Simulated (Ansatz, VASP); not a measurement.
**Zr in VASP and in Ansatz**

INCAR

```
SYSTEM = Zr
ALGO = Normal
EDIFF = 1E-6
ENCUT = 520
GGA = PE
ISIF = 2
ISMEAR = -1
LASPH = .TRUE.
LCHARG = .FALSE.
LREAL = .FALSE.
LWAVE = .FALSE.
NBANDS = 32
NELM = 60
PREC = Accurate
SIGMA = 0.1
```

Contents of KPOINTS:

```
k-points
0
G
  13 13 4
  0 0 0
```

POSCAR

```
Zr
1.0
    3.1765535078      0.0000000000      0.0000000000
   -1.5882767539      2.7509760342      0.0000000000
    0.0000000000      0.0000000000     10.2929404328
Zr
4
Direct
    0.0000000000      1.0000000000      0.0000000000
    0.0000000000      1.0000000000      0.5000000000
    0.3333333333      0.6666666667      0.2500000000
    0.6666666667      0.3333333333      0.7500000000
```

Input for Ansatz:

```yaml
crystal:
  lattice:
    - [3.1765535078, 0.0, 0.0]
    - [-1.5882767539, 2.7509760342, 0.0]
    - [0.0, 0.0, 10.2929404328]
  atoms:
    - { symbol: Zr, position: [0.0, 1.0, 0.0] }
    - { symbol: Zr, position: [0.0, 1.0, 0.5] }
    - { symbol: Zr, position: [0.3333333333, 0.6666666667, 0.25] }
    - { symbol: Zr, position: [0.6666666667, 0.3333333333, 0.75] }
hamiltonian:
  xc: pbe
  pseudopotentials:
    kind: paw
    azcp:
      Zr: "pseudopotentials/Zr.paw.azcp"
basis:
  ecutwfc: 420
  fft_grid_basis: typed
kpoints:
  mp_grid: { grid: [13, 13, 4], shift: [0, 0, 0] }
magnetization:
  spin_polarized: false
scf:
  occupations: { method: fermi_dirac, width: 0.1 }
  lower_state_search: "off"
output:
  stress: true
```

Alike in both runs: task single point; functional PBE; k mesh 13 × 13 × 4; occupations fermi-dirac, width 0.1 eV; no spin polarisation.

|  | VASP | Ansatz |
| --- | --- | --- |
| version | VASP 6.6.1 | Ansatz 0.2.0 |
| potentials or method | VASP PAW PBE potentials, release 64 (Zr_sv), cutoff 520 eV | plane waves (420 eV) with PAW, scalar-relativistic |
| valence electrons in the cell | 48 | 48 |

```tsv
	VASP	Ansatz	Ansatz less VASP
pressure (GPa)	4.0	4.0	-0.01
traceless stress, the component that is largest in VASP (GPa)	0.14	0.15	+0.007
```
